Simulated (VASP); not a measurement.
Y, 1 atom in the cell. Symmetry: I4/mmm, No. 139, tetragonal system. The conventional cell has a = 3.795 Å, b = 3.795 Å, c = 5.169 Å, α = 90.00°, β = 90.00°, γ = 90.00°. Within 4.9 Å of Y (site symmetry 4/mmm) lie 12 Y at 3.73 to 3.80 Å.  This cell differs from its parent crystal: strain +0.080 along x and y, +0.040 along z.

```yaml
Program: VASP 6.6.1
Task: single point
Functional: r2SCAN
Potentials_or_basis: VASP PAW PBE potentials, release 64 (Y_sv)
Cutoff: 520 eV
k_mesh: 16 × 16 × 16
Occupations: gaussian, width 0.15 eV
Spin: no spin polarisation
Dipole_correction: no
Further_INCAR_settings: ALGO = Normal; EDIFF = 1e-06; NBANDS = 12
```

Potentials or basis: VASP PAW PBE potentials, release 64 (Y_sv).

The run is started by

```sh
$ cat potpaw_PBE.64/Y_sv/POTCAR > POTCAR
$ cp INCAR.step1 INCAR
$ mpirun -np 1 vasp_std > vasp.out
$ cp INCAR.step2 INCAR
$ mpirun -np 1 vasp_std > vasp.out
```

Hardware: 1 thread of AMD EPYC 7R13, with other jobs on the host.

Q: How long does it take, and how much memory?

A: Run time: 20 min on 1 thread of AMD EPYC 7R13 (shared host), peak memory 0.28 GiB. Counts: k points 349.
